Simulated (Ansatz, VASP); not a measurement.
# KCl in VASP and in Ansatz

Contents of INCAR:

```
SYSTEM = KCl
PREC = Accurate
ENCUT = 520
EDIFF = 1E-7
ISMEAR = 0
SIGMA = 0.05
LREAL = .FALSE.
LASPH = .TRUE.
NELM = 60
ALGO = Normal
ISIF = 2
LWAVE = .FALSE.
LCHARG = .FALSE.
GGA = PE
NBANDS = 15
```

Contents of KPOINTS:

```
Automatic mesh
0
G
  6 6 6
  0 0 0
```

The input POSCAR:

```
KCl
1.0
    0.0000000000      3.1876610000      3.1561000000
    3.1561000000      0.0000000000      3.1561000000
    3.1561000000      3.1876610000      0.0000000000
K Cl
1 1
Direct
    0.0000000000      0.0000000000      0.0000000000
    0.5000000000      0.5000000000      0.5000000000
```

Input for Ansatz:

```yaml
crystal:
  lattice:
    - [0.0, 3.187661, 3.1561]
    - [3.1561, 0.0, 3.1561]
    - [3.1561, 3.187661, 0.0]
  atoms:
    - { symbol: K, position: [0.0, 0.0, 0.0] }
    - { symbol: Cl, position: [0.5, 0.5, 0.5] }
basis:
  ecutwfc: 420
kpoints:
  mp_grid: { grid: [6, 6, 6] }
hamiltonian:
  xc: pbe
scf:
  occupations: { method: gaussian, width: 0.05 }
output:
  forces: true
  stress: true
  eigenvalues: true
```

Change from the starting cell: strain +0.0100 x Voigt [0, 1, 0, 0, 0, 0], atoms carried along.

Alike in both runs: task single point; functional PBE; k mesh 6 × 6 × 6; occupations gaussian, width 0.05 eV; no spin polarisation.

|  | VASP | Ansatz |
| --- | --- | --- |
| version | VASP 6.6.1 | Ansatz 0.2.0 |
| potentials or method | VASP PAW PBE potentials, release 64 (K_sv, Cl), cutoff 520 eV | scalar-relativistic, plane waves, PAW |
| valence electrons in the cell | 16 | 16 |

|  | VASP | Ansatz | Ansatz less VASP |
| --- | --- | --- | --- |
| gap on the k mesh at the Fermi level (eV) | 5.12 | 5.12 | +0.002 |
| least direct gap on the mesh (eV) | 5.12 | 5.12 | +0.002 |
| pressure (GPa) | 0.4 | 0.4 | -0.02 |
| traceless stress, the component that is largest in VASP (GPa) | -0.22 | -0.22 | +0.004 |
